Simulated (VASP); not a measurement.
A run of VASP 6.6.1:

Contents of INCAR:

```
SYSTEM = B3N2
  PREC = Accurate
  ENCUT = 600
  EDIFF = 1E-6
  ISMEAR = 0
  SIGMA = 0.1
  LREAL = .FALSE.
  LASPH = .TRUE.
  NELM = 80
  ALGO = Normal
  ISIF = 3
  LWAVE = .FALSE.
  LCHARG = .FALSE.
  GGA = PE
  IBRION = 2
  NSW = 90
  EDIFFG = -0.04
```

Contents of KPOINTS:

```
regular mesh
0
G
  6 6 6
  0 0 0
```

Contents of POSCAR:

```
B3N2
1.0
    1.2841314898      0.7413936613      5.9526008380
   -1.2841314898      0.7413936613      5.9526008380
    0.0000000000     -1.4827873226      5.9526008380
B N
3 2
Direct
    0.0000000000      0.0000000000      0.0000000000
    0.2095000000      0.2095000000      0.2095000000
    0.7905000000      0.7905000000      0.7905000000
    0.4000000000      0.4000000000      0.4000000000
    0.6000000000      0.6000000000      0.6000000000
```

Potentials or basis: VASP PAW PBE potentials, release 64 (B, N).

Launch:

```bash
$ cat potpaw_PBE.64/B/POTCAR potpaw_PBE.64/N/POTCAR > POTCAR
$ mpirun -np 1 vasp_std > vasp.out
```

Hardware: 1 thread of Intel(R) Xeon(R) 6975P-C (Granite Rapids), on a shared host.

Problem. Estimate the wall time of this run.

Solution. It took 2.6 min on 1 thread of Intel(R) Xeon(R) 6975P-C (Granite Rapids), with other jobs on the host, peak memory 0.35 GiB. Counts: scf iterations 60, k points 32, ion steps 8.
